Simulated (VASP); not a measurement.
GaN, 4 atoms in the cell. The structure is hexagonal, space group P6_3mc (No. 186). The conventional cell has a = 3.189 Å, b = 3.189 Å, c = 5.192 Å, α = 90.00°, β = 90.00°, γ = 120.00°. Ga (site symmetry 3m) has 4 N at 1.95 to 1.96 Å within 2.6 Å. N (site symmetry 3m) has 4 Ga at 1.95 to 1.96 Å within 2.6 Å. 

| Property | Result |
| --- | --- |
| Program | VASP 6.6.1 |
| Task | relaxation of cell and atoms |
| Functional | PBEsol |
| Potentials or basis | VASP PAW PBE potentials, release 64 (Ga_d, N) |
| Cutoff | 600 eV |
| k mesh | 9 × 9 × 6 |
| Occupations | gaussian, width 0.02 eV |
| Spin | no spin polarisation |
| Dipole correction | no |
| Further INCAR settings | ALGO = Normal; EDIFF = 1e-07; IBRION = 2; EDIFFG = -0.005; NSW = 100; ISIF = 3 |

Potentials or basis: VASP PAW PBE potentials, release 64 (Ga_d, N).

Launch:

```sh
$ cat potpaw_PBE.64/Ga_d/POTCAR potpaw_PBE.64/N/POTCAR > POTCAR
$ mpirun -np 1 vasp_std > vasp.out
```

Hardware: 1 thread of AMD EPYC 9R45 96-Core Processor (Zen 5), on a shared host.

Problem. Estimate the wall time of this run.

Solution. Run time: 100 s on 1 thread of AMD EPYC 9R45 96-Core Processor (Zen 5), on a shared host, peak memory 0.18 GiB. Counts: scf iterations 40, k points 48, ion steps 5.
